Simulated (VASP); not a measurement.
Set up this calculation in VASP 6.6.1, as the native input.

- Task: relaxation of cell and atoms
- Functional: PBE
- Potentials or basis: VASP PAW PBE potentials, release 64 (Ta_pv)
- Cutoff: 600 eV
- k mesh: 18 × 18 × 18
- Occupations: fermi-dirac, width 0.1 eV
- Spin: no spin polarisation
- Target pressure: 120 GPa
- Dipole correction: no
- Further INCAR settings: ALGO = Normal; EDIFF = 1e-06; IBRION = 2; EDIFFG = -0.005; NSW = 60; ISIF = 3

The structure of Ta lies in POSCAR:

```
Ta
1.0
   -1.4991491987      1.4991491987      1.4991491987
    1.4991491987     -1.4991491987      1.4991491987
    1.4991491987      1.4991491987     -1.4991491987
Ta
1
Direct
    0.0000000000      0.0000000000      0.0000000000
```

The input as run:

INCAR

```
PREC     = Accurate       # precision mode
ENCUT    = 600            # plane-wave cutoff, eV
EDIFF    = 1E-6           # SCF threshold, eV
ISMEAR   = -1             # smearing method
SIGMA    = 0.1            # smearing width, eV
LREAL    = F              # projectors in reciprocal space
LASPH    = T              # aspherical terms in the spheres
NELM     = 100            # most SCF steps
ALGO     = Normal         # electronic algorithm
ISIF     = 3              # what is computed and relaxed
LWAVE    = F              # write WAVECAR
LCHARG   = F              # write CHGCAR
GGA      = PE             # functional
IBRION   = 2              # ionic algorithm
NSW      = 60             # ionic steps
EDIFFG   = -0.005         # ionic threshold
PSTRESS  = 1200.0
```

KPOINTS

```
Automatic mesh
0
Gamma
  18 18 18
```

Potentials or basis: VASP PAW PBE potentials, release 64 (Ta_pv).

The run is started by

```bash
$ cat potpaw_PBE.64/Ta_pv/POTCAR > POTCAR
$ mpirun -np 1 vasp_std > vasp.out
```

It gave:

* Relaxed volume: 13.15 Å³/atom
* Relaxed cell: a = 2.575 Å, b = 2.575 Å, c = 2.575 Å, α = 109.47°, β = 109.47°, γ = 109.47°
* Space group after relaxing (to 0.05 Å): Im-3m (No. 229)
* Energy change on relaxing (the enthalpy is what falls): +230.8 meV/atom
* Ionic steps: 7
* Pressure after relaxing: 120.0 GPa

Caveat: the cell is relaxed towards a set pressure, so the enthalpy falls and the energy may rise.

Wall time 60 s on 1 thread of AMD EPYC 9R45 96-Core Processor (Zen 5) (shared host), peak memory 0.14 GiB.
